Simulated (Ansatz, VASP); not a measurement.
One calculation of Ga, two programs

File INCAR:

```
ALGO = Normal
EDIFF = 1E-8
ENCUT = 520
GGA = CA
ISIF = 2
ISMEAR = -1
LASPH = T
LCHARG = F
LEFG = T
LREAL = F
LWAVE = F
NBANDS = 20
NELM = 100
PREC = Accurate
SIGMA = 0.08
```

File KPOINTS:

```
k-points
0
Gamma
  12 12 10
```

File POSCAR:

```
Ga
1.0
    1.4451504654     -4.0514045807      0.0000000000
    1.4451504654      4.0514045807      0.0000000000
    0.0000000000      0.0000000000      3.1593979141
Ga
2
Direct
    0.8670000000      0.1330000000      0.2500000000
    0.1330000000      0.8670000000      0.7500000000
```

Input for Ansatz:

```yaml
crystal:
  lattice:
    - [1.4451504654, -4.0514045807, 0.0]
    - [1.4451504654, 4.0514045807, 0.0]
    - [0.0, 0.0, 3.1593979141]
  atoms:
    - { symbol: Ga, position: [0.867, 0.133, 0.25] }
    - { symbol: Ga, position: [0.133, 0.867, 0.75] }
kpoints:
  mp_grid: { grid: [12, 12, 10] }
scf:
  occupations: { method: fermi_dirac, width: 0.08 }
hamiltonian:
  xc: lda
  pseudopotentials: { kind: all_electron, datasets: crystal }
output:
  forces: true
  stress: true
  eigenvalues: true
  efg: { contact_densities: true }
```

Change from the starting cell: volume scaled by 0.99, crystal datasets.

Alike in both runs: task electric field gradients; functional LDA; k mesh 12 × 12 × 10; occupations fermi-dirac, width 0.08 eV; no spin polarisation.

```csv
,VASP,Ansatz
version,VASP 6.6.1,Ansatz 0.2.0
potentials or method,"VASP PAW LDA potentials, release 64 (Ga_d), cutoff 520 eV","all-electron PAW with datasets made for the crystal, scalar-relativistic"
```

VASP gave:

| Property | Result |
| --- | --- |
| pressure (GPa) | -3.3 |
| traceless stress, the component that is largest in VASP (GPa) | -2.14 |
| rms of the force components (eV/Å) | 0.107 |
| size of Vzz on the site where it differs most (V/Å²) | 27.8 |

Problem. Estimate Ansatz's values.

Solution. Pressure (GPa): -3.3; traceless stress, the component that is largest in VASP (GPa): -2.13; rms of the force components (eV/Å): 0.105; size of Vzz on the site where it differs most (V/Å²): 28.6.

LDA's correlation is that of Perdew and Zunger in VASP and of Perdew and Wang (1992) in Ansatz. Atom by atom the forces differ by 0.002 eV/Å (rms over components). Ansatz ran all-electron here, and VASP with PAW potentials. Ansatz's warnings: printed levels off.
